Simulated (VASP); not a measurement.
# Si62Ge (a cell with a defect) in VASP: further runs

Runs on Si62Ge (a cell with a defect). Level: PBEsol. Tasks: single point.

All numbers are computed with VASP 6.6.1; they aren't measurements. Logs are shortened: lines on timing, memory, paths and dates and some standing lists are left out, and cuts for length are marked.

## 1. The cell of the first run

The cell holds a defect, 63 atoms: a = 10.860 Å, b = 10.860 Å, c = 10.860 Å, α = 90.00°, β = 90.00°, γ = 90.00°.

## 2. Single point, PBEsol

Input file INCAR:

```
PREC = Accurate ; ENCUT = 520
EDIFF = 1E-6 ; ISMEAR = 0
SIGMA = 0.05 ; LREAL = Auto
LASPH = True ; NELM = 100
ALGO = Normal ; ISIF = 2
LWAVE = False ; LCHARG = True
GGA = PS ; LELF = True
LVHAR = True ; NBANDS = 168
NELECT = 264.0
```

Input file KPOINTS:

```
regular mesh
0
Gamma
  1 1 1
```

Input file POSCAR:

```
Si62Ge
1.0
   10.8600000000      0.0000000000      0.0000000000
    0.0000000000     10.8600000000      0.0000000000
    0.0000000000      0.0000000000     10.8600000000
Si Ge
62 1
Direct
    0.4965529466      0.0028475138     -0.0080639042
    0.6220057090      0.1241523941      0.1220590239
    0.7547838858      0.2471886740      0.0010551565
    0.8763105893      0.3769896869      0.1250500921
    0.7453732965     -0.0003108656      0.2488765193
    0.8751400552      0.1249115101      0.3727196133
    0.0023738490     -0.0008969613     -0.0004091160
    0.1253906998      0.1248384899      0.1257771639
    0.2524088398      0.2478231123      0.0011308471
    0.3747554328      0.3772257827      0.1249826888
    0.5007857274      0.5009291897     -0.0020037753
    0.6243799263      0.6247956722      0.1253908840
    0.7518391344      0.7486043278      0.0018215470
    0.8748146409      0.8779512891      0.1256024862
    0.2504307551      0.0003804788      0.2498429098
    0.3750378453      0.1238272560      0.3760533149
    0.4993911602      0.2524264273      0.2491558011
    0.6263081031      0.3727538674      0.3776979742
    0.7480082873      0.4998359116      0.2497383057
    0.8756033149      0.6246417127      0.3731686924
    0.5008417127     -0.0000465009      0.5005313076
    0.6259290055      0.1246326888      0.6258154696
    0.7525368324      0.2481272560      0.5018357274
    0.8764652855      0.3766933702      0.6244884899
    0.7516669429      0.0006171271      0.7494830571
    0.8807145488      0.1240654696      0.8708374770
   -0.0002340700      0.5008823204     -0.0029613260
    0.1235575506      0.6233709024      0.1271815838
    0.2529059853      0.7468569061      0.0041344383
    0.3768536832      0.8780066298      0.1234889503
    0.0007472376      0.2511514733      0.2502470534
    0.1266014733      0.3676488029      0.3827120626
    0.2460786372      0.4966947514      0.2520461326
    0.3737418969      0.6246049724      0.3716259669
    0.5007435543      0.7523331492      0.2495721915
    0.6274610497      0.8723836096      0.3792673112
    0.0056279006      0.0066867403      0.4993436464
    0.2511990792      0.2424372928      0.5085952118
    0.3756779926      0.3750362799      0.6259025783
    0.4994938306      0.5021450276      0.4972498158
    0.6230418048      0.6273548803      0.6260410681
    0.7552743094      0.7495081031      0.5033123389
    0.8813120626      0.8801294659      0.6255617864
    0.3666282689      0.1251488029      0.8653350829
    0.5000157459      0.2498123389      0.7503132597
    0.6271404236      0.3708081031      0.8779860958
    0.7457865562      0.4994651013      0.7495325967
    0.8735182320      0.6243265193      0.8715199816
    0.0000723757      0.7530802026      0.2508315838
    0.1285577348      0.8747372007      0.3785118785
    0.0011901473      0.5005585635      0.4989830571
    0.1253866483      0.6249699816      0.6255162983
    0.2527895028      0.7487387661      0.5019642726
    0.3698056169      0.8820868324      0.6244820442
    0.0047565378      0.2520249540      0.7463630755
    0.1287427256      0.3728273481      0.8762974217
    0.2505396869      0.5006941068      0.7496651934
    0.3764325967      0.6267793738      0.8726438306
    0.4984968692      0.7570967772      0.7486318600
    0.6276371087      0.8745601289      0.8765503683
    0.0016773481      0.7509427256      0.7513838858
    0.1269333333      0.8712163904      0.8789665746
    0.2164373849      0.0182214549      0.7277410681
```

Potentials or basis: VASP PAW PBE potentials, release 64 (Si, Ge_d).

Started as:

```
$ cat potpaw_PBE.64/Si/POTCAR potpaw_PBE.64/Ge_d/POTCAR > POTCAR
$ mpirun -np 1 vasp_gam > vasp.out
```

OUTCAR:

```text
PREC = Accurate
   ENCUT = 520
   EDIFF = 1E-6
   ISMEAR = 0
   LREAL = Auto
   LASPH = True
   NELM = 100
   ISIF = 2
   GGA = PS
   NELECT = 264.0

 ion  position               nearest neighbor table
   1  0.497  0.003  0.992-  60 2.35  30 2.36   2 2.36  44 2.38
   2  0.622  0.124  0.122-   5 2.35   1 2.36   3 2.36  17 2.37
   3  0.755  0.247  0.001-  46 2.35   4 2.35   2 2.36  26 2.38
   4  0.876  0.377  0.125-  27 2.35   3 2.35  31 2.35  19 2.36
   5  0.745  1.000  0.249-  14 2.35   2 2.35  36 2.36   6 2.38
   6  0.875  0.125  0.373-  31 2.35  23 2.35  37 2.36   5 2.38
[... 28 lines left out ...]
  35  0.501  0.752  0.250-  12 2.35  30 2.36  36 2.36  34 2.36
  36  0.627  0.872  0.379-  42 2.35  21 2.35   5 2.36  35 2.36
  37  0.006  0.007  0.499-   6 2.36  50 2.36  43 2.36
  38  0.251  0.242  0.509-  39 2.35  16 2.35  32 2.36
  39  0.376  0.375  0.626-  45 2.34  57 2.35  38 2.35  40 2.38
  40  0.499  0.502  0.497-  34 2.34  18 2.36  41 2.37  39 2.38
  41  0.623  0.627  0.626-  47 2.35  59 2.36  42 2.37  40 2.37
  42  0.755  0.750  0.503-  36 2.35  20 2.35  41 2.37  43 2.38
  43  0.881  0.880  0.626-  25 2.35  61 2.35  37 2.36  42 2.38
  44  0.367  0.125  0.865-   9 2.34  45 2.34   1 2.38  63 2.50
[... 8 lines left out ...]
  53  0.253  0.749  0.502-  54 2.34  50 2.34  52 2.35  34 2.36
  54  0.370  0.882  0.624-  21 2.34  53 2.34  59 2.37  63 2.49
  55  0.005  0.252  0.746-  56 2.35  24 2.35  26 2.36
  56  0.129  0.373  0.876-   9 2.34  55 2.35  57 2.36  27 2.37
  57  0.251  0.501  0.750-  52 2.34  39 2.35  58 2.35  56 2.36
  58  0.376  0.627  0.873-  57 2.35  29 2.35  11 2.35  59 2.36
  59  0.498  0.757  0.749-  60 2.35  58 2.36  41 2.36  54 2.37
  60  0.628  0.875  0.877-  59 2.35   1 2.35  13 2.35  25 2.36
  61  0.002  0.751  0.751-  62 2.34  48 2.35  43 2.35  52 2.35
  62  0.127  0.871  0.879-   7 2.34  61 2.34  29 2.35  63 2.49
  63  0.216  0.018  0.728-  62 2.49  54 2.49  44 2.50

  LATTYP: Found a simple cubic cell.
 ALAT       =    10.8600000000

  Lattice vectors:

 A1 = (  10.8600000000,   0.0000000000,   0.0000000000)
 A2 = (   0.0000000000,  10.8600000000,   0.0000000000)
 A3 = (   0.0000000000,   0.0000000000,  10.8600000000)

Analysis of symmetry for initial positions (statically):
=====================================================================
 Subroutine PRICEL returns:
 Original cell was already a primitive cell.

 Routine SETGRP: Setting up the symmetry group for a
 simple cubic supercell.

 Subroutine GETGRP returns: Found  1 space group operations
 (whereof  1 operations were pure point group operations)
 out of a pool of 48 trial point group operations.

The static configuration has the point symmetry C_1 .

Analysis of symmetry for dynamics (positions and initial velocities):
=====================================================================
 Subroutine PRICEL returns:
 Original cell was already a primitive cell.

 Routine SETGRP: Setting up the symmetry group for a
 simple cubic supercell.

 Subroutine GETGRP returns: Found  1 space group operations
 (whereof  1 operations were pure point group operations)
 out of a pool of 48 trial point group operations.

The dynamic configuration has the point symmetry C_1 .

 Subroutine INISYM returns: Found  1 space group operations
 (whereof  1 operations are pure point group operations),
 and found     1 'primitive' translations

----------------------------------------------------------------------------------------

                                     Primitive cell

  volume of cell :    1280.8241

  direct lattice vectors                    reciprocal lattice vectors
    10.860000000  0.000000000  0.000000000     0.092081031  0.000000000  0.000000000
     0.000000000 10.860000000  0.000000000     0.000000000  0.092081031  0.000000000
     0.000000000  0.000000000 10.860000000     0.000000000  0.000000000  0.092081031

  length of vectors
    10.860000000 10.860000000 10.860000000     0.092081031  0.092081031  0.092081031

  position of ions in fractional coordinates (direct lattice)
     0.496552947  0.002847514  0.991936096
     0.622005709  0.124152394  0.122059024
     0.754783886  0.247188674  0.001055157
     0.876310589  0.376989687  0.125050092
     0.745373296  0.999689134  0.248876519
     0.875140055  0.124911510  0.372719613
[... 55 lines left out ...]
     0.126933333  0.871216390  0.878966575
     0.216437385  0.018221455  0.727741068

  ion indices of the primitive-cell ions
   primitive index   ion index
                 1           1
                 2           2
                 3           3
                 4           4
                 5           5
                 6           6
[... 55 lines left out ...]
                62          62
                63          63

----------------------------------------------------------------------------------------

 KPOINTS: regular mesh

Automatic generation of k-mesh.
 Grid dimensions read from file:
 generate k-points for:    1    1    1

 Generating k-lattice:

  Cartesian coordinates                     Fractional coordinates (reciprocal lattice)
     0.092081031  0.000000000  0.000000000     1.000000000  0.000000000  0.000000000
     0.000000000  0.092081031  0.000000000     0.000000000  1.000000000  0.000000000
     0.000000000  0.000000000  0.092081031     0.000000000  0.000000000  1.000000000

  Length of vectors
     0.092081031  0.092081031  0.092081031

  Shift w.r.t. Gamma in fractional coordinates (k-lattice)
     0.000000000  0.000000000  0.000000000

 Subroutine IBZKPT returns following result:
 ===========================================

 Found      1 irreducible k-points:

 Following reciprocal coordinates:
            Coordinates               Weight
  0.000000  0.000000  0.000000      1.000000
   k-points           NKPTS =      1   k-points in BZ     NKDIM =      1   number of bands    NBANDS=    168
   number of dos      NEDOS =    301   number of ions     NIONS =     63
   total plane-waves  NPLWV = 592704
   dimension x,y,z NGX =    84 NGY =   84 NGZ =   84
   dimension x,y,z NGXF=   168 NGYF=  168 NGZF=  168
   ions per type =              62   1
   NGX,Y,Z   is equivalent  to a cutoff of  12.86, 12.86, 12.86 a.u.
   NGXF,Y,Z  is equivalent  to a cutoff of  25.72, 25.72, 25.72 a.u.
 SYSTEM =  unknown system
   PREC   = accura    normal or accurate (medium, high low for compatibility)
   ISTART =      0    job   : 0-new  1-cont  2-samecut
   ICHARG =      2    charge: 1-file 2-atom 10-const
   ISPIN  =      1    spin polarized calculation?
   LNONCOLLINEAR =      F non collinear calculations
   LSORBIT =      F    spin-orbit coupling
   LASPH  =      T    aspherical Exc in radial PAW
   ENCUT  =  520.0 eV  38.22 Ry    6.18 a.u.  20.19 20.19 20.19*2*pi/ulx,y,z
   NELM   =    100;   NELMIN=  2; NELMDL= -5     # of ELM steps
   EDIFF  = 0.1E-05   stopping-criterion for ELM
   LREAL  =      T    real-space projection
   EDIFFG = 0.1E-04   stopping-criterion for IOM
   NSW    =      0    number of steps for IOM
   IBRION =     -1    ionic relax: 0-MD 1-quasi-New 2-CG
   NFREE  =      0    steps in history (QN), initial steepest desc. (CG)
   ISIF   =      2    stress and relaxation
   ISYM   =      2    0-nonsym 1-usesym 2-fastsym
   POTIM  = 0.5000    time-step for ionic-motion
   TEBEG  =    0.0;   TEEND  =   0.0 temperature during run
   PSTRESS=    0.0 pullay stress
   NELECT =     264.0000    total number of electrons
   NUPDOWN=      -1.0000    fix difference up-down
   EMIN   =  10.00;   EMAX   =-10.00  energy-range for DOS
   EFERMI =   0.00;   METHOD = LEGACY
   ISMEAR =     0;   SIGMA  =   0.05  broadening in eV -4-tet -1-fermi 0-gaus
   EFERMI_NEDOS =   21; number of points for ismear=-14 and -15
   IALGO  =     38    algorithm
   IMIX   =      4    mixing-type and parameters
     AMIX     =   0.40;   BMIX     =  1.00
     AMIX_MAG =   1.60;   BMIX_MAG =  1.00
  volume/ion in A,a.u.               =      20.33       137.20
  Fermi-wavevector in a.u.,A,eV,Ry     =   0.967044  1.827449 12.723821  0.935174
  Thomas-Fermi vector in A             =   2.096897
   LORBIT       =      0    0 simple, 1 ext, 2 COOP (PROOUT), +10 PAW based schemes
   GGA     = PS    functional components
   LHFCALC =     F    Hartree Fock is set to
   AEXX    =    0.0000 exact exchange contribution
   IVDW    =     0    specifies the selected vdW correction
   LEPSILON=     F    determine dielectric tensor
   LRPA    =     F    only Hartree local field effects (RPA)
 non-spin polarized calculation
 Gauss-broadening in eV      SIGMA  =   0.05
  energy-cutoff  :      520.00
  volume of cell :     1280.82
 maximum number of plane-waves:     17229
 NGX is ok and might be reduce to    84
   NGX = 41   NGY = 41   NGZ = 41

 number of electron     263.9999999 magnetization

 Free energy of the ion-electron system (eV)
  ---------------------------------------------------
  ext. energy  EPLUGINS =         0.00000000
  ---------------------------------------------------
  free energy    TOTEN  =      -339.15536669 eV

  energy without entropy =     -339.10263859  energy(sigma->0) =     -339.12900264

 E-fermi :   6.1639     XC(G=0):  -9.5443

 val. band max:        6.1478213539   @ k =   0.0000   0.0000   0.0000
 cond. band min:       6.1807661562   @ k =   0.0000   0.0000   0.0000
 fundamental gap:      0.0329448024
 Fermi energy:         6.1638610507

 k-point     1 :       0.0000    0.0000    0.0000
  band No.  band energies     occupation
      1     -18.0394      2.00000
      2     -18.0292      2.00000
      3     -18.0268      2.00000
      4     -18.0059      2.00000
      5     -17.9977      2.00000
      6      -6.3085      2.00000
[... 136 lines left out ...]
    143       6.7775      0.00000
    144       6.7832      0.00000
 [bands above 144 left out]

------------------------ aborting loop because EDIFF is reached ----------------------------------------

  FORCE on cell =-STRESS in cart. coord.  units (eV):
  Direction    XX          YY          ZZ          XY          YZ          ZX
  --------------------------------------------------------------------------------------
  -------------------------------------------------------------------------------------
  Total       18.1752558     18.0831482     18.5608096     -2.2591442     -1.2797029      3.0443515
  in kB       22.7353496     22.6201327     23.2176373     -2.8259538     -1.6007749      3.8081663
  external PRESSURE =      22.8577066 kB  Pullay stress =       0.0000000 kB

 VOLUME and BASIS-vectors are now :
 -----------------------------------------------------------------------------
  energy-cutoff  :      520.00
  volume of cell :     1280.82
      direct lattice vectors                 reciprocal lattice vectors
    10.860000000  0.000000000  0.000000000     0.092081031  0.000000000  0.000000000
     0.000000000 10.860000000  0.000000000     0.000000000  0.092081031  0.000000000
     0.000000000  0.000000000 10.860000000     0.000000000  0.000000000  0.092081031

 POSITION                                       TOTAL-FORCE (eV/Angst)
 -----------------------------------------------------------------------------------
      5.39257      0.03092     10.77243        -0.004693     -0.006505      0.001456
      6.75498      1.34829      1.32556        -0.003341      0.008849      0.009563
      8.19695      2.68447      0.01146         0.004318     -0.003126     -0.006576
      9.51673      4.09411      1.35804         0.002540     -0.009408      0.005075
      8.09475     10.85662      2.70280         0.003163      0.000023     -0.000906
      9.50402      1.35654      4.04774         0.002914      0.010581      0.005103
[... 55 lines left out ...]
      1.37850      9.46141      9.54558        -0.013189      0.015161     -0.013069
      2.35051      0.19789      7.90327         0.006126      0.008316     -0.007471
 -----------------------------------------------------------------------------------
    total drift:                               -0.007033      0.000107      0.007303

  FREE ENERGIE OF THE ION-ELECTRON SYSTEM (eV)
  ---------------------------------------------------
  free  energy   TOTEN  =      -339.1553666881 eV

  energy  without entropy=     -339.1026385851  energy(sigma->0) =     -339.12900264
```

It took 7.9 min on 1 thread of Intel Xeon Platinum 8175M at 2.50GHz (Skylake/Cascade Lake), shared host; peak memory 0.94 GiB.

What came out:

```
Free energy   : -339.1554 eV
Largest force : 0.024 eV/Å
```

Forces on the atoms (eV/Å):
```
Si  -0.005 -0.007  0.001
Si  -0.003  0.009  0.010
Si   0.004 -0.003 -0.007
Si   0.003 -0.009  0.005
Si   0.003  0.000 -0.001
Si   0.003  0.011  0.005
Si   0.000  0.000  0.000
Si  -0.005  0.009  0.004
Si   0.007 -0.009 -0.002
Si  -0.011 -0.004 -0.003
Si   0.001 -0.004  0.008
Si  -0.007  0.010  0.000
Si   0.004 -0.006  0.000
Si   0.001 -0.009  0.001
Si  -0.001  0.000 -0.006
Si   0.005  0.000 -0.002
Si   0.006 -0.008  0.001
Si  -0.001  0.007 -0.006
Si   0.008  0.004 -0.007
Si   0.006  0.000  0.013
Si   0.005  0.001  0.002
Si  -0.005  0.005  0.004
Si   0.005 -0.003  0.003
Si  -0.009 -0.004  0.002
Si  -0.003 -0.002 -0.004
Si   0.002  0.007  0.017
Si  -0.008  0.002  0.002
Si  -0.007  0.009 -0.001
Si   0.013 -0.008 -0.005
Si   0.004 -0.006  0.006
Si   0.004 -0.006 -0.008
Si  -0.007  0.008 -0.006
Si   0.010  0.002 -0.002
Si  -0.002  0.007  0.010
Si   0.004 -0.014 -0.009
Si  -0.008  0.008 -0.004
Si   0.002 -0.010  0.011
Si  -0.011 -0.007 -0.004
Si   0.005  0.009  0.012
Si   0.004 -0.010 -0.002
Si  -0.006  0.007 -0.001
Si  -0.003  0.001 -0.012
Si   0.005 -0.013  0.008
Si   0.014  0.006  0.018
Si   0.002 -0.012 -0.001
Si  -0.011  0.008 -0.008
Si   0.004 -0.005 -0.003
Si   0.004  0.004  0.011
Si  -0.010  0.001 -0.010
Si   0.004  0.008 -0.001
Si   0.003 -0.001  0.003
Si  -0.008  0.004 -0.005
Si   0.007 -0.005  0.002
Si  -0.006 -0.003 -0.002
Si  -0.001 -0.006 -0.005
Si   0.000  0.014  0.000
Si  -0.004 -0.002 -0.005
Si   0.005  0.005  0.009
Si  -0.010 -0.009 -0.002
Si   0.000  0.005 -0.003
Si   0.002 -0.008 -0.011
Si  -0.013  0.015 -0.013
Ge   0.006  0.008 -0.007
```

Caveat: the k points lie up to 0.58 Å⁻¹ apart; the cell carries a net charge on a neutralising background, which shifts energy and pressure; the cell is charged against a uniform background, so pressure and absolute levels hang on convention; the PAW data sets were made with another functional, which shifts forces and pressure a little.

(Part 1 of 2 ends here.)
